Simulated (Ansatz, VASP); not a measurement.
## Two plane-wave programs on CsSnBr3

The input INCAR:

```
SYSTEM = CsSnBr3
ALGO = Normal
EDIFF = 1E-7
EDIFFG = -0.005
ENCUT = 500
GGA = PS
GGA_COMPAT = .FALSE.
IBRION = 2
ISIF = 3
ISMEAR = 0
LASPH = .TRUE.
LCHARG = .FALSE.
LREAL = .FALSE.
LWAVE = .FALSE.
NELM = 120
NELMIN = 4
NSW = 70
PREC = Accurate
SIGMA = 0.02
```

File KPOINTS:

```
k-points
0
G
  6 6 6
  0 0 0
```

The input POSCAR:

```
CsSnBr3
1.0
    5.8952860393      0.0000000000      0.0000000000
    0.0000000000      5.8952860393      0.0000000000
    0.0000000000      0.0000000000      5.8952860393
Cs Sn Br
1 1 3
Direct
    0.0000000000      0.0000000000      0.0000000000
    0.5000000000      0.5000000000      0.5000000000
    0.5000000000      0.0000000000      0.5000000000
    0.5000000000      0.5000000000      0.0000000000
    0.0000000000      0.5000000000      0.5000000000
```

Input for Ansatz:

```yaml
crystal:
  lattice:
    - [5.8952860393, 0.0, 0.0]
    - [0.0, 5.8952860393, 0.0]
    - [0.0, 0.0, 5.8952860393]
  atoms:
    - { symbol: Cs, position: [0.0, 0.0, 0.0] }
    - { symbol: Sn, position: [0.5, 0.5, 0.5] }
    - { symbol: Br, position: [0.5, 0.0, 0.5] }
    - { symbol: Br, position: [0.5, 0.5, 0.0] }
    - { symbol: Br, position: [0.0, 0.5, 0.5] }
basis:
  ecutwfc: 420
kpoints:
  mp_grid: { grid: [6, 6, 6] }
hamiltonian:
  xc: pbesol
scf:
  occupations: { method: gaussian, width: 0.02 }
output:
  forces: true
  stress: true
  eigenvalues: true
relax:
  adjacent_minimum: "off"
  f_tol: 0.005
  max_steps: 50
  cell: { stress_tol: 0.05 }
```

Alike in both runs: task relaxation of cell and atoms; functional PBEsol; k mesh 6 × 6 × 6; occupations gaussian, width 0.02 eV; no spin polarisation.

```csv
,VASP,Ansatz
version,VASP 6.6.1,Ansatz 0.2.0
potentials or method,"VASP PAW PBE potentials, release 64 (Cs_sv, Sn_d, Br), cutoff 500 eV","scalar-relativistic, plane waves, PAW"
valence electrons in the cell,44,44
```

|  | VASP | Ansatz | Ansatz less VASP |
| --- | --- | --- | --- |
| gap on the k mesh at the Fermi level, each at its own relaxed structure (eV) | 0.22 | 0.22 | -0.003 |
| relaxed volume (Å³/atom) | 38.38 | 38.33 | -0.053 |
| relaxed length of the cell vector where the two differ most in proportion (Å) | 5.768 | 5.765 | -0.0026 |

VASP's potentials were made for PBE, not for PBEsol.

Neither program's run includes spin-orbit coupling.
